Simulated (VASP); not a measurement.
# AlCu (Cmmm) in VASP: single point with r2SCAN

Aim: the single point of AlCu with r2SCAN.

All numbers are computed with VASP 6.6.1; they aren't measurements. Logs are shortened: lines on timing, memory, paths and dates and some standing lists are left out, and cuts for length are marked.

## 1. The cell of the first run

It takes space group Cmmm (No. 65, orthorhombic). The conventional cell has a = 4.119 Å, b = 4.244 Å, c = 2.957 Å, α = 90.00°, β = 90.00°, γ = 90.00°. Al (site symmetry mmm) has 8 Cu at 2.54 to 2.59 Å and 6 Al at 2.96 Å within 3.3 Å. Cu (site symmetry mmm) has 8 Al at 2.54 to 2.59 Å and 6 Cu at 2.96 Å within 3.3 Å.

## 2. Single point, r2SCAN (strain -0.0300 x Voigt [0, 0, 0, 0, 0, 1])

POSCAR

```
AlCu
1.0
    2.9568445737     -0.0443526686      0.0000000000
   -0.0443526686      2.9568445737      0.0000000000
    0.0000000000      0.0000000000      2.9568445737
Al Cu
1 1
Direct
    0.0000000000      0.0000000000      0.0000000000
    0.5000000000      0.5000000000      0.5000000000
```

INCAR.step1

```
PREC = Accurate ; ENCUT = 520
ISMEAR = 0 ; SIGMA = 0.15
LREAL = False ; LASPH = True
NELM = 60 ; NBANDS = 14
GGA = PE ; ALGO = Normal
EDIFF = 1E-4 ; LWAVE = True
LCHARG = False
```

INCAR.step2

```
PREC = Accurate ; ENCUT = 520
EDIFF = 1E-6 ; ISMEAR = 0
SIGMA = 0.15 ; LREAL = False
LASPH = True ; NELM = 60
ALGO = Normal ; ISIF = 2
LWAVE = False ; LCHARG = False
METAGGA = R2SCAN ; LMIXTAU = True
NBANDS = 14 ; ISTART = 1
```

KPOINTS

```
Automatic mesh
0
Gamma
  20 20 20
```

Potentials or basis: VASP PAW PBE potentials, release 64 (Al, Cu).

Run with:

```
cat potpaw_PBE.64/Al/POTCAR potpaw_PBE.64/Cu/POTCAR > POTCAR
cp INCAR.step1 INCAR
mpirun -np 1 vasp_std > vasp.out
cp INCAR.step2 INCAR
mpirun -np 1 vasp_std > vasp.out
```

OUTCAR:

```text
PREC = Accurate
   ENCUT = 520
   EDIFF = 1E-6
   ISMEAR = 0
   LREAL = False
   LASPH = True
   NELM = 60
   ISIF = 2
   METAGGA = R2SCAN
   ISTART = 1

 ion  position               nearest neighbor table
   1  0.000  0.000  0.000-   2 2.54   2 2.54   2 2.54   2 2.54   2 2.59   2 2.59   2 2.59   2 2.59

   2  0.500  0.500  0.500-   1 2.54   1 2.54   1 2.54   1 2.54   1 2.59   1 2.59   1 2.59   1 2.59

  LATTYP: Found a base centered orthorhombic cell.
 ALAT       =     4.1188855525
 B/A-ratio  =     1.0304568528
 C/A-ratio  =     0.7178749048

  Lattice vectors:

 A1 = (   2.9568445737,  -0.0443526686,   0.0000000000)
 A2 = (  -0.0443526686,   2.9568445737,   0.0000000000)
 A3 = (   0.0000000000,   0.0000000000,   2.9568445737)

Analysis of symmetry for initial positions (statically):
=====================================================================
 Subroutine PRICEL returns:
 Original cell was already a primitive cell.

 Routine SETGRP: Setting up the symmetry group for a
 base centered orthorhombic supercell.

 Subroutine GETGRP returns: Found  8 space group operations
 (whereof  8 operations were pure point group operations)
 out of a pool of  8 trial point group operations.

The static configuration has the point symmetry D_2h.

Analysis of symmetry for dynamics (positions and initial velocities):
=====================================================================
 Subroutine PRICEL returns:
 Original cell was already a primitive cell.

 Routine SETGRP: Setting up the symmetry group for a
 base centered orthorhombic supercell.

 Subroutine GETGRP returns: Found  8 space group operations
 (whereof  8 operations were pure point group operations)
 out of a pool of  8 trial point group operations.

The dynamic configuration has the point symmetry D_2h.

 Subroutine INISYM returns: Found  8 space group operations
 (whereof  8 operations are pure point group operations),
 and found     1 'primitive' translations

----------------------------------------------------------------------------------------

                                     Primitive cell

  volume of cell :      25.8457

  direct lattice vectors                    reciprocal lattice vectors
     2.956844574 -0.044352669  0.000000000     0.338274477  0.005074117  0.000000000
    -0.044352669  2.956844574  0.000000000     0.005074117  0.338274477  0.000000000
     0.000000000  0.000000000  2.956844574     0.000000000  0.000000000  0.338198365

  length of vectors
     2.957177200  2.957177200  2.956844574     0.338312530  0.338312530  0.338198365

[... 93 lines left out ...]
   EMIN   =  10.00;   EMAX   =-10.00  energy-range for DOS
   EFERMI =   0.00;   METHOD = LEGACY
   ISMEAR =     0;   SIGMA  =   0.15  broadening in eV -4-tet -1-fermi 0-gaus
   EFERMI_NEDOS =   21; number of points for ismear=-14 and -15
   IALGO  =     38    algorithm
   IMIX   =      4    mixing-type and parameters
     AMIX     =   0.40;   BMIX     =  1.00
     AMIX_MAG =   1.60;   BMIX_MAG =  1.00
  volume/ion in A,a.u.               =      12.92        87.21
  Fermi-wavevector in a.u.,A,eV,Ry     =   1.334509  2.521857 24.230819  1.780915
  Thomas-Fermi vector in A             =   2.463285
   LORBIT       =      0    0 simple, 1 ext, 2 COOP (PROOUT), +10 PAW based schemes
   METAGGA = R2SCAN    functional components
   LHFCALC =     F    Hartree Fock is set to
   AEXX    =    0.0000 exact exchange contribution
   IVDW    =     0    specifies the selected vdW correction
   LEPSILON=     F    determine dielectric tensor
   LRPA    =     F    only Hartree local field effects (RPA)
 non-spin polarized calculation
 Gauss-broadening in eV      SIGMA  =   0.15
  energy-cutoff  :      520.00
  volume of cell :       25.85
 maximum number of plane-waves:       725
 NGX is ok and might be reduce to    24
   NGX = 11   NGY = 11   NGZ = 11

 number of electron      14.0000017 magnetization

 Free energy of the ion-electron system (eV)
  ---------------------------------------------------
  ext. energy  EPLUGINS =         0.00000000
  ---------------------------------------------------
  free energy    TOTEN  =       -17.89830634 eV

  energy without entropy =      -17.89095722  energy(sigma->0) =      -17.89463178

 E-fermi :   9.5697     XC(G=0): -12.6367

 val. band max:        9.5661867220   @ k =   0.2000   0.0000   0.2000
 cond. band min:       9.5697626470   @ k =   0.2000   0.2000   0.0500
 fundamental gap:      0.0035759250
 Fermi energy:         9.5696655665

 k-point     1 :       0.0000    0.0000    0.0000
  band No.  band energies     occupation
      1      -2.9265      2.00000
      2       4.1858      2.00000
      3       4.1913      2.00000
      4       5.3230      2.00000
      5       5.3546      2.00000
      6       5.3877      2.00000
      7      13.6344      0.00000
      8      13.7484      0.00000
      9      13.8887      0.00000
     10      16.0649      0.00000
     11      16.0722      0.00000
     12      21.2692      0.00000
     13      29.1925      0.00000
     14      29.2526      0.00000
[... 377 lines left out ...]
      1      -0.7112      2.00000
      2       3.4689      2.00000
      3       4.4358      2.00000
      4       4.9666      2.00000
      5       4.9699      2.00000
      6       5.3914      2.00000
      7       6.8002      2.00000
      8      15.6108      0.00000
      9      16.2542      0.00000
     10      17.1575      0.00000
     11      20.6068      0.00000
     12      20.9899      0.00000
     13      21.5756      0.00000
     14      24.6558      0.00000

 [... further k-points ...]

------------------------ aborting loop because EDIFF is reached ----------------------------------------

  FORCE on cell =-STRESS in cart. coord.  units (eV):
  Direction    XX          YY          ZZ          XY          YZ          ZX
  --------------------------------------------------------------------------------------
  -------------------------------------------------------------------------------------
  Total        0.0569756      0.0569756     -0.0017693      0.2689082      0.0000000      0.0000000
  in kB        3.5319278      3.5319278     -0.1096765     16.6696656      0.0000000      0.0000000
  external PRESSURE =       2.3180597 kB  Pullay stress =       0.0000000 kB

 VOLUME and BASIS-vectors are now :
 -----------------------------------------------------------------------------
  energy-cutoff  :      520.00
  volume of cell :       25.85
      direct lattice vectors                 reciprocal lattice vectors
     2.956844574 -0.044352669  0.000000000     0.338274477  0.005074117  0.000000000
    -0.044352669  2.956844574  0.000000000     0.005074117  0.338274477  0.000000000
     0.000000000  0.000000000  2.956844574     0.000000000  0.000000000  0.338198365

 POSITION                                       TOTAL-FORCE (eV/Angst)
 -----------------------------------------------------------------------------------
      0.00000      0.00000      0.00000         0.000000      0.000000      0.000000
      1.45625      1.45625      1.47842        -0.000000      0.000000      0.000000
 -----------------------------------------------------------------------------------
    total drift:                                0.000000      0.000000     -0.000000

  FREE ENERGIE OF THE ION-ELECTRON SYSTEM (eV)
  ---------------------------------------------------
  free  energy   TOTEN  =       -17.8983063440 eV

  energy  without entropy=      -17.8909572169  energy(sigma->0) =      -17.89463178
```

OUTCAR.step1:

```text
PREC = Accurate
   ENCUT = 520
   ISMEAR = 0
   LREAL = False
   LASPH = True
[... 633 lines left out ...]
      0.00000      0.00000      0.00000         0.000000     -0.000000      0.000000
      1.45625      1.45625      1.47842        -0.000000      0.000000      0.000000
 -----------------------------------------------------------------------------------
    total drift:                                0.000000      0.000000     -0.000000

  FREE ENERGIE OF THE ION-ELECTRON SYSTEM (eV)
  ---------------------------------------------------
  free  energy   TOTEN  =        -7.7411675573 eV

  energy  without entropy=       -7.7334676394  energy(sigma->0) =       -7.73731760
```

OSZICAR.step1:

```text
N       E                     dE             d eps       ncg     rms          rms(c)
DAV:   1     0.528948456015E+02    0.52895E+02   -0.60186E+03 35392   0.127E+03
DAV:   2    -0.755150444558E+01   -0.60446E+02   -0.54388E+02 36198   0.210E+02
DAV:   3    -0.964851940352E+01   -0.20970E+01   -0.20444E+01 44464   0.437E+01
DAV:   4    -0.968533110465E+01   -0.36812E-01   -0.36795E-01 41158   0.481E+00
DAV:   5    -0.968666653098E+01   -0.13354E-02   -0.13354E-02 50968   0.983E-01    0.123E+01
DAV:   6    -0.102624514651E+02   -0.57578E+00   -0.41042E+01 40596   0.158E+02    0.962E+00
DAV:   7    -0.779289043612E+01    0.24696E+01   -0.79178E+00 42264   0.734E+01    0.118E+00
DAV:   8    -0.776206541045E+01    0.30825E-01   -0.51249E-01 47456   0.162E+01    0.116E+00
DAV:   9    -0.774107453123E+01    0.20991E-01   -0.76020E-02 44792   0.643E+00    0.557E-02
DAV:  10    -0.774123532722E+01   -0.16080E-03   -0.12958E-03 43800   0.376E-01    0.588E-02
DAV:  11    -0.774116755730E+01    0.67770E-04   -0.25502E-04 21730   0.407E-01
   1 F= -.77411676E+01 E0= -.77373176E+01  d E =-.769992E-02
```

Run time: 5.8 min. Hardware: 1 thread of Intel Xeon 6975P-C (Granite Rapids), shared host; peak memory 0.54 GiB.

Results:

```yaml
Free_energy: -17.8983 eV
Pressure: 0.2 GPa
Band_gap_on_the_k_mesh: zero (bands 7 and 8 overlap by 5.01 eV)
```

Caveat: the cell differs from its parent crystal (strain -0.0300 x Voigt [0, 0, 0, 0, 0, 1]); the PAW data sets were made with another functional, which shifts forces and pressure a little.
